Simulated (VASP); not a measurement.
Crystal: LiF.

```
Li F
1.0
     0.00000    1.99487    2.05472
     1.99487    0.00000    2.05472
     1.99487    1.99487    0.00000
Li F
1 1
Direct
  0.00000 0.00000 0.00000
  0.50000 0.50000 0.50000
```

This cell differs from its parent crystal: uniaxial z strain +3.0%.

Base run:

- Program: VASP 6.6.1
- Functional: r2SCAN
- Potentials or basis: VASP PAW PBE potentials, release 64 (Li_sv, F)
- Cutoff: 520 eV
- k mesh: 10 × 10 × 10
- Occupations: gaussian, width 0.01 eV
- Spin: no spin polarisation

Its results: band gap on the k mesh 10.21 eV, direct.

Task: The run is repeated on the same cell with these changes: functional from r2SCAN to PBE; occupations from gaussian, width 0.01 eV to fermi-dirac, width 0.02 eV. What comes out?

Result: Band gap on the k mesh 9.04 eV, direct.

A k mesh can miss the band edges.
